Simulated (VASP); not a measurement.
Input of a VASP 6.6.1 run:

File POSCAR:

```
GaN
1.0
    0.0000000000      2.2535006075      2.2535006075
    2.2535006075      0.0000000000      2.2535006075
    2.2535006075      2.2535006075      0.0000000000
Ga N
1 1
Direct
    0.0000000000      0.0000000000      0.0000000000
    0.2500000000      0.2500000000      0.2500000000
```

Contents of INCAR.step1:

```
ALGO = Normal ; EDIFF = 1E-5
ENCUT = 520 ; GGA = PE
ISIF = 2 ; ISMEAR = -1
LASPH = True ; LREAL = False
LWAVE = True ; NBANDS = 16
NELM = 60 ; PREC = Accurate
SIGMA = 0.05
```

The input INCAR.step2:

```
AEXX = 0.25 ; ALGO = Normal
EDIFF = 1E-6 ; ENCUT = 520
GGA = PE ; ISIF = 2
ISMEAR = -1 ; ISTART = 1
LASPH = True ; LCHARG = True
LELF = True ; LHFCALC = True
LREAL = False ; LVHAR = True
LWAVE = False ; NBANDS = 16
NELM = 60 ; PREC = Accurate
PRECFOCK = Normal ; SIGMA = 0.05
```

The input KPOINTS:

```
k-points
0
Gamma
  5 5 5
```

Potentials or basis: VASP PAW PBE potentials, release 64 (Ga_d, N).

Run with:

```sh
$ cat potpaw_PBE.64/Ga_d/POTCAR potpaw_PBE.64/N/POTCAR > POTCAR
$ cp INCAR.step1 INCAR
$ mpirun -np 1 vasp_std > vasp.out
$ cp INCAR.step2 INCAR
$ mpirun -np 1 vasp_std > vasp.out
```

Question: Estimate the pressure.

Answer: -1.4 GPa.

Question: What does it give for the band gap on the k mesh?

Answer: 3.73 eV.

Caveat: the k points lie up to 0.48 Å⁻¹ apart; the PAW data sets were made with another functional, which shifts forces and pressure a little.
